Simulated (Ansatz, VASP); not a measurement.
TaN: VASP beside Ansatz

```
CELL_PARAMETERS angstrom
5.15358 0.00000 0.00000
-2.57679 4.46313 0.00000
0.00000 0.00000 2.87121
ATOMIC_POSITIONS crystal
Ta 0.00000 0.00000 0.00000
Ta 0.33333 0.66667 0.50000
Ta 0.66667 0.33333 0.50000
N 0.39347 0.00000 0.00000
N 0.60653 0.60653 0.00000
N 0.00000 0.39347 0.00000
```

Alike in both runs: functional LDA; k mesh 6 × 6 × 6; occupations gaussian, width 0.1 eV; no spin polarisation.

Ansatz relaxed the structure, and its values are those at the end. VASP's run is a single point on that final structure, the one shown.

```csv
,VASP,Ansatz
version,VASP 6.6.1,Ansatz 0.2.0
potentials or method,"VASP PAW LDA potentials, release 64 (Ta_pv, N), cutoff 520 eV","scalar-relativistic, plane waves, PAW"
valence electrons in the cell,48,54
```

Ansatz gave:

- gap on the k mesh at the Fermi level (eV): none
- pressure (GPa): -0.2
- rms of the force components (eV/Å): 0.003

Task: Which values does VASP return?

Result: gap on the k mesh at the Fermi level (eV): none; pressure (GPa): 1.8; rms of the force components (eV/Å): 0.002.

Ansatz warns that its potentials were made for another functional, while VASP's fit it. LDA's correlation is that of Perdew and Zunger in VASP and of Perdew and Wang (1992) in Ansatz. A gap of «none» marks a metal or a gap that the smearing closes. VASP's potentials hold 48 valence electrons a cell and Ansatz's 54, so a difference there can come from the potentials and not from the codes.

The k mesh is coarse, so the values compare programs but aren't converged. Spin-orbit coupling is off throughout.
